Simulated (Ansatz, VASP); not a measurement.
## Ti3O4: VASP beside Ansatz

File INCAR:

```
SYSTEM = Ti3O4
ALGO     = Normal         ! electronic algorithm
EDIFF    = 1E-7           ! SCF threshold, eV
ENCUT    = 520            ! plane-wave cutoff, eV
GGA      = PS             ! functional
ISIF     = 2              ! what is computed and relaxed
ISMEAR   = 0              ! smearing method
LASPH    = .True.         ! aspherical terms in the spheres
LCHARG   = .False.        ! write CHGCAR
LREAL    = .False.        ! projectors in reciprocal space
LWAVE    = .False.        ! write WAVECAR
NBANDS   = 39             ! bands
NELM     = 60             ! most SCF steps
PREC     = Accurate       ! precision mode
SIGMA    = 0.15           ! smearing width, eV
```

The input KPOINTS:

```
k-points
0
Gamma
  8 8 14
  0 0 0
```

The input POSCAR:

```
Ti3O4
1.0
    3.0584570400     -4.0303540220      0.0000000000
    3.0584570400      4.0303540220      0.0000000000
    0.0000000000      0.0000000000      2.9690273773
Ti O
3 4
Direct
    0.0000000000      0.0000000000      0.5000000000
    0.5000000000      0.0000000000      0.0000000000
    0.0000000000      0.5000000000      0.0000000000
    0.7627833111      0.7627833111      0.0000000000
    0.2588765548      0.7411234452      0.5000000000
    0.2372166889      0.2372166889      0.0000000000
    0.7411234452      0.2588765548      0.5000000000
```

Input for Ansatz:

```yaml
crystal:
  lattice:
    - [3.05845704, -4.030354022, 0.0]
    - [3.05845704, 4.030354022, 0.0]
    - [0.0, 0.0, 2.9690273773]
  atoms:
    - { symbol: Ti, position: [0.0, 0.0, 0.5] }
    - { symbol: Ti, position: [0.5, 0.0, 0.0] }
    - { symbol: Ti, position: [0.0, 0.5, 0.0] }
    - { symbol: O, position: [0.7627833111, 0.7627833111, 0.0] }
    - { symbol: O, position: [0.2588765548, 0.7411234452, 0.5] }
    - { symbol: O, position: [0.2372166889, 0.2372166889, 0.0] }
    - { symbol: O, position: [0.7411234452, 0.2588765548, 0.5] }
basis:
  ecutwfc: 420
kpoints:
  mp_grid: { grid: [8, 8, 14] }
hamiltonian:
  xc: pbesol
scf:
  occupations: { method: gaussian, width: 0.15 }
output:
  forces: true
  stress: true
  eigenvalues: true
```

Change from the starting cell: strain +0.0500 x Voigt [1, 0, 0, 0, 0, 0], atoms carried along.

Alike in both runs: task single point; functional PBEsol; k mesh 8 × 8 × 14; occupations gaussian, width 0.15 eV; no spin polarisation.

|  | VASP | Ansatz |
| --- | --- | --- |
| version | VASP 6.6.1 | Ansatz 0.2.0 |
| potentials or method | VASP PAW PBE potentials, release 64 (Ti_sv, O), cutoff 520 eV | scalar-relativistic, plane waves, PAW |
| valence electrons in the cell | 60 | 60 |

```tsv
	VASP	Ansatz	Ansatz less VASP
gap on the k mesh at the Fermi level (eV)	none	none	-
pressure (GPa)	-9.1	-9.7	-0.66
traceless stress, the component that is largest in VASP (GPa)	-5.26	-5.15	+0.104
rms of the force components (eV/Å)	0.187	0.196	+0.0091
```

VASP's potentials were made for PBE, not for PBEsol. Atom by atom the forces differ by 0.010 eV/Å (rms over components). A gap of «none» marks a metal or a gap that the smearing closes. With one functional, cell and mesh, what is left measures potentials, basis and numerics.
